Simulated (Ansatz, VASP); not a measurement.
## Two plane-wave programs on Zn

```
Zn
1.0
     2.63563    0.00000    0.00000
    -1.31781    2.28252    0.00000
     0.00000    0.00000   21.09250
Zn
3
Direct
  0.00000 0.00000 0.38316
  0.33333 0.66667 0.50000
  0.00000 0.00000 0.61684
```

Alike in both runs: task single point; functional PBE; k mesh 16 × 16 × 1; occupations fermi-dirac, width 0.08 eV; no spin polarisation.

|  | VASP | Ansatz |
| --- | --- | --- |
| version | VASP 6.6.1 | Ansatz 0.2.0 |
| potentials or method | VASP PAW PBE potentials, release 64 (Zn) | PAW with Ansatz's default frozen-core files, scalar-relativistic |
| plane-wave cutoff (eV) | 520 | 420 |
| valence electrons in the cell | 36 | 36 |

Ansatz gave:

| Item | Value |
| --- | --- |
| rms of the force components (eV/Å) | 0.000 |

What did VASP give for the same quantities?

rms of the force components (eV/Å): 0.003.

Atom by atom the forces differ by 0.003 eV/Å (rms over components). The functional is the same, so the differences come from potentials, cutoffs and numerics. Ansatz's warnings: xc potential rough in thin density.
